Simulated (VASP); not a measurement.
A run of VASP 6.6.1 is set up as follows.

INCAR

```
SYSTEM = CrCu4NiSn2
PREC = Accurate ; ENCUT = 520
EDIFF = 1E-6 ; ISMEAR = -1
SIGMA = 0.05 ; LREAL = .False.
LASPH = .True. ; NELM = 150
ALGO = Fast ; ISIF = 2
LWAVE = .False. ; LCHARG = .False.
ISPIN = 2 ; MAGMOM = 0 0 0.6 0.6 0.6 0.6 1 3
LORBIT = 11 ; LMAXMIX = 4
GGA = PE ; NBANDS = 61
KPAR = 4
```

KPOINTS

```
Automatic mesh
0
Gamma
  7 7 7
  0 0 0
```

POSCAR

```
CrCu4NiSn2
1.0
    2.1955770829      1.2676170198      7.1303701412
   -2.1955770829      1.2676170198      7.1303701412
    0.0000000000     -2.5352340396      7.1303701412
Sn Cu Ni Cr
2 4 1 1
Direct
    0.7504420000      0.7504420000      0.7504420000
    0.2495580000      0.2495580000      0.2495580000
    0.8739180000      0.8739180000      0.8739180000
    0.3763620000      0.3763620000      0.3763620000
    0.1260820000      0.1260820000      0.1260820000
    0.6236380000      0.6236380000      0.6236380000
    0.5000000000      0.5000000000      0.5000000000
    0.0000000000      0.0000000000      0.0000000000
```

Potentials or basis: VASP PAW PBE potentials, release 64 (Sn_d, Cu, Ni, Cr_pv).

Launch:

```console
$ cat potpaw_PBE.64/Sn_d/POTCAR potpaw_PBE.64/Cu/POTCAR potpaw_PBE.64/Ni/POTCAR potpaw_PBE.64/Cr_pv/POTCAR > POTCAR
$ mpirun -np 4 vasp_std > vasp.out
```

(1) Estimate the largest force.

(2) Predict the net moment.

(3) Estimate the pressure.

(4) What does it give for the site moments?

Results:

(1) 0.147 eV/Å.

(2) 3.72 μB per cell.

(3) -1.3 GPa.

(4) Sn -0.05; Cu +0.01, +0.04 (each value once); Ni +0.07; Cr +3.41 μB.
